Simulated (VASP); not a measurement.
# SiTe5 (P6/mmm) in VASP: single point with PBE

Aim: the single point of SiTe5 with PBE.

Program: VASP 6.6.1. These are calculated values, not measurements. Logs are shortened: lines on timing, memory, paths and dates and some standing lists are left out, and cuts for length are marked.

### Step 1. The cell of the first run

It takes space group P6/mmm (No. 191, hexagonal). Conventional cell: a = 4.670 Å, b = 4.670 Å, c = 10.088 Å, α = 90.00°, β = 90.00°, γ = 120.00°. Within 5.9 Å of Si (site symmetry 6/mmm) lie 14 Te at 4.48 to 5.04 Å and 6 Si at 4.67 Å. Te (site symmetry 3m) has 7 Te at 2.70 to 3.07 Å within 3.6 Å. Te (site symmetry 6/mmm) has 12 Te at 3.07 Å within 4.0 Å.

### Step 2. Single point, PBE

Input file INCAR:

```
PREC = Accurate ; ENCUT = 520
EDIFF = 1E-6 ; ISMEAR = 0
SIGMA = 0.1 ; LREAL = F
LASPH = T ; NELM = 60
ALGO = Normal ; ISIF = 2
LWAVE = F ; LCHARG = F
GGA = PE ; NBANDS = 26
```

Input file KPOINTS:

```
regular mesh
0
Gamma
  6 6 2
```

Input file POSCAR:

```
SiTe5
1.0
    4.6699198500      0.0000000000      0.0000000000
   -2.3349599200      4.0442692200      0.0000000000
    0.0000000000      0.0000000000     10.0883542200
Si Te
1 5
Direct
    0.0000000000      0.0000000000      0.5000000000
    0.3333333300      0.6666666700      0.1451429400
    0.6666666700      0.3333333300      0.1451429400
    0.6666666700      0.3333333300      0.8548570600
    0.3333333300      0.6666666700      0.8548570600
    0.0000000000      0.0000000000      0.0000000000
```

Potentials or basis: VASP PAW PBE potentials, release 64 (Si, Te).

Run with:

```sh
$ cat potpaw_PBE.64/Si/POTCAR potpaw_PBE.64/Te/POTCAR > POTCAR
$ mpirun -np 1 vasp_std > vasp.out
```

OUTCAR:

```text
PREC = Accurate
   ENCUT = 520
   EDIFF = 1E-6
   ISMEAR = 0
   LREAL = F
   LASPH = T
   NELM = 60
   ISIF = 2
   GGA = PE

 ion  position               nearest neighbor table
   1  0.000  0.000  0.500-
   2  0.333  0.667  0.145-   3 2.70   3 2.70   3 2.70   5 2.93   6 3.07   6 3.07   6 3.07
   3  0.667  0.333  0.145-   2 2.70   2 2.70   2 2.70   4 2.93   6 3.07   6 3.07   6 3.07
   4  0.667  0.333  0.855-   5 2.70   5 2.70   5 2.70   3 2.93   6 3.07   6 3.07   6 3.07
   5  0.333  0.667  0.855-   4 2.70   4 2.70   4 2.70   2 2.93   6 3.07   6 3.07   6 3.07
   6  0.000  0.000  0.000-   2 3.07   3 3.07   4 3.07   5 3.07   2 3.07   5 3.07   3 3.07   4 3.07
                             3 3.07   4 3.07   2 3.07   5 3.07

  LATTYP: Found a hexagonal cell.
 ALAT       =     4.6699198500
 C/A-ratio  =     2.1602842327

  Lattice vectors:

 A1 = (   4.6699198500,   0.0000000000,   0.0000000000)
 A2 = (  -2.3349599200,   4.0442692200,   0.0000000000)
 A3 = (   0.0000000000,   0.0000000000,  10.0883542200)

Analysis of symmetry for initial positions (statically):
=====================================================================
 Subroutine PRICEL returns:
 Original cell was already a primitive cell.

 Routine SETGRP: Setting up the symmetry group for a
 hexagonal supercell.

 Subroutine GETGRP returns: Found 24 space group operations
 (whereof 24 operations were pure point group operations)
 out of a pool of 24 trial point group operations.

The static configuration has the point symmetry D_6h.

Analysis of symmetry for dynamics (positions and initial velocities):
=====================================================================
 Subroutine PRICEL returns:
 Original cell was already a primitive cell.

 Routine SETGRP: Setting up the symmetry group for a
 hexagonal supercell.

 Subroutine GETGRP returns: Found 24 space group operations
 (whereof 24 operations were pure point group operations)
 out of a pool of 24 trial point group operations.

The dynamic configuration has the point symmetry D_6h.

 Subroutine INISYM returns: Found 24 space group operations
 (whereof 24 operations are pure point group operations),
 and found     1 'primitive' translations

----------------------------------------------------------------------------------------

                                     Primitive cell

  volume of cell :     190.5328

  direct lattice vectors                    reciprocal lattice vectors
     4.669919850  0.000000000  0.000000000     0.214136437  0.123631730  0.000000000
    -2.334959920  4.044269220  0.000000000     0.000000000  0.247263460  0.000000000
     0.000000000  0.000000000 10.088354220     0.000000000  0.000000000  0.099124196

  length of vectors
     4.669919850  4.669919844 10.088354220     0.247263460  0.247263460  0.099124196

  position of ions in fractional coordinates (direct lattice)
     0.000000000  0.000000000  0.500000000
     0.333333330  0.666666670  0.145142940
     0.666666670  0.333333330  0.145142940
     0.666666670  0.333333330  0.854857060
     0.333333330  0.666666670  0.854857060
     0.000000000  0.000000000  0.000000000

  ion indices of the primitive-cell ions
   primitive index   ion index
                 1           1
                 2           2
                 3           3
                 4           4
                 5           5
                 6           6

----------------------------------------------------------------------------------------

 KPOINTS: regular mesh

Automatic generation of k-mesh.
 Grid dimensions read from file:
 generate k-points for:    6    6    2

 Generating k-lattice:

  Cartesian coordinates                     Fractional coordinates (reciprocal lattice)
     0.035689406  0.020605288  0.000000000     0.166666667 -0.000000000  0.000000000
     0.000000000  0.041210577  0.000000000     0.000000000  0.166666667  0.000000000
     0.000000000  0.000000000  0.049562098     0.000000000  0.000000000  0.500000000

  Length of vectors
     0.041210577  0.041210577  0.049562098

  Shift w.r.t. Gamma in fractional coordinates (k-lattice)
     0.000000000  0.000000000  0.000000000

 Subroutine IBZKPT returns following result:
 ===========================================

 Found     14 irreducible k-points:

 Following reciprocal coordinates:
            Coordinates               Weight
  0.000000  0.000000  0.000000      1.000000
  0.166667  0.000000  0.000000      6.000000
  0.333333 -0.000000  0.000000      6.000000
  0.500000 -0.000000  0.000000      3.000000
  0.166667  0.166667  0.000000      6.000000
  0.333333  0.166667  0.000000     12.000000
  0.333333  0.333333  0.000000      2.000000
  0.000000  0.000000  0.500000      1.000000
  0.166667  0.000000  0.500000      6.000000
  0.333333 -0.000000  0.500000      6.000000
  0.500000 -0.000000  0.500000      3.000000
  0.166667  0.166667  0.500000      6.000000
  0.333333  0.166667  0.500000     12.000000
  0.333333  0.333333  0.500000      2.000000
   k-points           NKPTS =     14   k-points in BZ     NKDIM =     14   number of bands    NBANDS=     26
   number of dos      NEDOS =    301   number of ions     NIONS =      6
   total plane-waves  NPLWV = 103680
   dimension x,y,z NGX =    36 NGY =   36 NGZ =   80
   dimension x,y,z NGXF=    72 NGYF=   72 NGZF=  160
   ions per type =               1   5
   NGX,Y,Z   is equivalent  to a cutoff of  12.82, 12.82, 13.18 a.u.
   NGXF,Y,Z  is equivalent  to a cutoff of  25.63, 25.63, 26.37 a.u.
 SYSTEM =  unknown system
   PREC   = accura    normal or accurate (medium, high low for compatibility)
   ISTART =      0    job   : 0-new  1-cont  2-samecut
   ICHARG =      2    charge: 1-file 2-atom 10-const
   ISPIN  =      1    spin polarized calculation?
   LNONCOLLINEAR =      F non collinear calculations
   LSORBIT =      F    spin-orbit coupling
   LASPH  =      T    aspherical Exc in radial PAW
   ENCUT  =  520.0 eV  38.22 Ry    6.18 a.u.   8.68  8.68 18.76*2*pi/ulx,y,z
   NELM   =     60;   NELMIN=  2; NELMDL= -5     # of ELM steps
   EDIFF  = 0.1E-05   stopping-criterion for ELM
   LREAL  =      F    real-space projection
   EDIFFG = 0.1E-04   stopping-criterion for IOM
   NSW    =      0    number of steps for IOM
   IBRION =     -1    ionic relax: 0-MD 1-quasi-New 2-CG
   NFREE  =      0    steps in history (QN), initial steepest desc. (CG)
   ISIF   =      2    stress and relaxation
   ISYM   =      2    0-nonsym 1-usesym 2-fastsym
   POTIM  = 0.5000    time-step for ionic-motion
   TEBEG  =    0.0;   TEEND  =   0.0 temperature during run
   PSTRESS=    0.0 pullay stress
   NELECT =      34.0000    total number of electrons
   NUPDOWN=      -1.0000    fix difference up-down
   EMIN   =  10.00;   EMAX   =-10.00  energy-range for DOS
   EFERMI =   0.00;   METHOD = LEGACY
   ISMEAR =     0;   SIGMA  =   0.10  broadening in eV -4-tet -1-fermi 0-gaus
   EFERMI_NEDOS =   21; number of points for ismear=-14 and -15
   IALGO  =     38    algorithm
   IMIX   =      4    mixing-type and parameters
     AMIX     =   0.40;   BMIX     =  1.00
     AMIX_MAG =   1.60;   BMIX_MAG =  1.00
  volume/ion in A,a.u.               =      31.76       214.30
  Fermi-wavevector in a.u.,A,eV,Ry     =   0.921675  1.741713 11.557946  0.849485
  Thomas-Fermi vector in A             =   2.047118
   LORBIT       =      0    0 simple, 1 ext, 2 COOP (PROOUT), +10 PAW based schemes
   GGA     = PE    functional components
   LHFCALC =     F    Hartree Fock is set to
   AEXX    =    0.0000 exact exchange contribution
   IVDW    =     0    specifies the selected vdW correction
   LEPSILON=     F    determine dielectric tensor
   LRPA    =     F    only Hartree local field effects (RPA)
 non-spin polarized calculation
 Gauss-broadening in eV      SIGMA  =   0.10
  energy-cutoff  :      520.00
  volume of cell :      190.53
 maximum number of plane-waves:      5164
 NGX is ok and might be reduce to    36
   NGX = 17   NGY = 17   NGZ = 37

 number of electron      33.9999997 magnetization

 Free energy of the ion-electron system (eV)
  ---------------------------------------------------
  ext. energy  EPLUGINS =         0.00000000
  ---------------------------------------------------
  free energy    TOTEN  =       -10.46511387 eV

  energy without entropy =      -10.44949667  energy(sigma->0) =      -10.45730527

 E-fermi :   6.4167     XC(G=0):  -8.8256

 val. band max:        6.3093709383   @ k =   0.5000  -0.0000   0.5000
 cond. band min:       6.4695366512   @ k =   0.3333   0.3333   0.0000
 fundamental gap:      0.1601657129
 Fermi energy:         6.4167004912

 k-point     1 :       0.0000    0.0000    0.0000
  band No.  band energies     occupation
      1     -10.7929      2.00000
      2      -8.3997      2.00000
      3      -4.2897      2.00000
      4      -3.3236      2.00000
      5      -1.3153      2.00000
      6      -0.5954      2.00000
[... 18 lines left out ...]
     25       9.9834      0.00000
     26       9.9935      0.00000

 k-point     2 :       0.1667    0.0000    0.0000
  band No.  band energies     occupation
      1     -10.5332      2.00000
      2      -8.1686      2.00000
      3      -4.7762      2.00000
      4      -4.2383      2.00000
      5      -2.5731      2.00000
      6      -1.1106      2.00000
[... 18 lines left out ...]
     25      10.6622      0.00000
     26      11.1838      0.00000

 k-point     3 :       0.3333   -0.0000    0.0000
  band No.  band energies     occupation
      1      -9.7631      2.00000
      2      -7.5138      2.00000
      3      -6.6532      2.00000
      4      -4.6919      2.00000
      5      -4.3334      2.00000
      6      -1.8912      2.00000
[... 18 lines left out ...]
     25      10.7558      0.00000
     26      11.3330      0.00000

 k-point     4 :       0.5000   -0.0000    0.0000
  band No.  band energies     occupation
      1      -8.7551      2.00000
      2      -8.1168      2.00000
      3      -6.8751      2.00000
      4      -5.3728      2.00000
      5      -4.8421      2.00000
      6      -2.1599      2.00000
[... 18 lines left out ...]
     25       9.5567      0.00000
     26      10.3716      0.00000

 k-point     5 :       0.1667    0.1667    0.0000
  band No.  band energies     occupation
      1     -10.0172      2.00000
      2      -7.7202      2.00000
      3      -5.6726      2.00000
      4      -5.3753      2.00000
      5      -3.8447      2.00000
      6      -1.2492      2.00000
[... 18 lines left out ...]
     25      10.6501      0.00000
     26      11.3570      0.00000

 k-point     6 :       0.3333    0.1667    0.0000
  band No.  band energies     occupation
      1      -9.0177      2.00000
      2      -7.3973      2.00000
      3      -6.9311      2.00000
      4      -5.8868      2.00000
      5      -5.2014      2.00000
      6      -0.9808      2.00000
[... 137 lines left out ...]
 k-point    11 :       0.5000   -0.0000    0.5000
  band No.  band energies     occupation
      1      -8.7550      2.00000
      2      -8.1166      2.00000
      3      -6.8755      2.00000
      4      -5.3739      2.00000
      5      -4.8419      2.00000
      6      -2.1597      2.00000
[... 18 lines left out ...]
     25      10.1306      0.00000
     26      10.1800      0.00000

 k-point    12 :       0.1667    0.1667    0.5000
  band No.  band energies     occupation
      1     -10.0170      2.00000
      2      -7.7210      2.00000
      3      -5.6725      2.00000
      4      -5.3750      2.00000
      5      -3.8452      2.00000
      6      -1.1974      2.00000
[... 18 lines left out ...]
     25      10.6794      0.00000
     26      11.2829      0.00000

 k-point    13 :       0.3333    0.1667    0.5000
  band No.  band energies     occupation
      1      -9.0176      2.00000
      2      -7.3972      2.00000
      3      -6.9316      2.00000
      4      -5.8867      2.00000
      5      -5.2020      2.00000
      6      -1.0003      2.00000
[... 18 lines left out ...]
     25      10.2653      0.00000
     26      11.3200      0.00000

 k-point    14 :       0.3333    0.3333    0.5000
  band No.  band energies     occupation
      1      -7.9609      2.00000
      2      -7.9609      2.00000
      3      -7.0140      2.00000
      4      -6.0994      2.00000
      5      -6.0994      2.00000
      6      -1.6204      2.00000
[... 18 lines left out ...]
     25      10.5994      0.00000
     26      11.7431      0.00000

------------------------ aborting loop because EDIFF is reached ----------------------------------------

  FORCE on cell =-STRESS in cart. coord.  units (eV):
  Direction    XX          YY          ZZ          XY          YZ          ZX
  --------------------------------------------------------------------------------------
  -------------------------------------------------------------------------------------
  Total       32.5651037     32.5651036     15.0066513      0.0000000      0.0000000      0.0000000
  in kB      273.8377011    273.8377006    126.1898915      0.0000003      0.0000000      0.0000000
  external PRESSURE =     224.6217644 kB  Pullay stress =       0.0000000 kB

 VOLUME and BASIS-vectors are now :
 -----------------------------------------------------------------------------
  energy-cutoff  :      520.00
  volume of cell :      190.53
      direct lattice vectors                 reciprocal lattice vectors
     4.669919850  0.000000000  0.000000000     0.214136437  0.123631730  0.000000000
    -2.334959920  4.044269220  0.000000000     0.000000000  0.247263460  0.000000000
     0.000000000  0.000000000 10.088354220     0.000000000  0.000000000  0.099124196

 POSITION                                       TOTAL-FORCE (eV/Angst)
 -----------------------------------------------------------------------------------
      0.00000      0.00000      5.04418        -0.000000      0.000000      0.000000
     -0.00000      2.69618      1.46425         0.000000      0.000000      3.323509
      2.33496      1.34809      1.46425        -0.000000      0.000000      3.323509
      2.33496      1.34809      8.62410        -0.000000      0.000000     -3.323509
     -0.00000      2.69618      8.62410         0.000000     -0.000000     -3.323509
      0.00000      0.00000      0.00000        -0.000000      0.000000      0.000000
 -----------------------------------------------------------------------------------
    total drift:                               -0.000000     -0.000000     -0.000000

  FREE ENERGIE OF THE ION-ELECTRON SYSTEM (eV)
  ---------------------------------------------------
  free  energy   TOTEN  =       -10.4651138663 eV

  energy  without entropy=      -10.4494966726  energy(sigma->0) =      -10.45730527
```

It took 54 s on 1 thread of Intel Xeon Platinum 8488C (Sapphire Rapids), shared host; peak memory 0.31 GiB.

Results:

```yaml
Free_energy: -10.4651 eV
Pressure: 22.5 GPa
Largest_force: 3.324 eV/Å
Band_gap_on_the_k_mesh: zero (band 17 reaches 6.62 eV, above the bottom of band 18 at 5.29 eV)
```

Forces on the atoms (eV/Å):
```
Si   0.000  0.000  0.000
Te   0.000  0.000  3.324
Te   0.000  0.000  3.324
Te   0.000  0.000 -3.324
Te   0.000  0.000 -3.324
Te   0.000  0.000  0.000
```

Caveat: spin-orbit coupling is left out, which moves the levels of the heavy elements; forces of over 1 eV/Å act on the atoms, so gaps and moduli don't describe the material at rest.
